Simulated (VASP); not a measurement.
Here is a VASP 6.6.1 calculation.

Contents of INCAR:

```
SYSTEM = PbS
ALGO = Normal
EDIFF = 1E-6
ENCUT = 520
GGA = PE
ISIF = 2
ISMEAR = 0
IVDW = 12
LASPH = .True.
LCHARG = .True.
LELF = .True.
LREAL = .False.
LVHAR = .True.
LWAVE = .False.
NBANDS = 17
NELM = 80
PREC = Accurate
SIGMA = 0.1
```

File KPOINTS:

```
k-points
0
Gamma
  12 12 12
  0 0 0
```

POSCAR

```
PbS
1.0
    3.9546666152      0.0000000000      0.0000000000
   -1.9773333076      3.4248417523      0.0000000000
    0.0000000000      0.0000000000      3.7580456146
Pb S
1 1
Direct
    0.0000000000      0.0000000000      0.0000000000
    0.6666666667      0.3333333333      0.5000000000
```

Potentials or basis: VASP PAW PBE potentials, release 64 (Pb_d, S).

Command:

```sh
$ cat potpaw_PBE.64/Pb_d/POTCAR potpaw_PBE.64/S/POTCAR > POTCAR
$ mpirun -np 1 vasp_std > vasp.out
```

Problem. Estimate the band gap on the k mesh.

Solution. Zero (band 10 reaches 6.30 eV, above the bottom of band 11 at 5.39 eV).

Problem. Estimate the dispersion energy per atom.

Solution. -0.356 eV.

Problem. Estimate the pressure.

Solution. 1.5 GPa.

Caveat: spin-orbit coupling is left out, which moves the levels of the heavy elements; pairwise dispersion overbinds metals, which lowers pressure and volume.
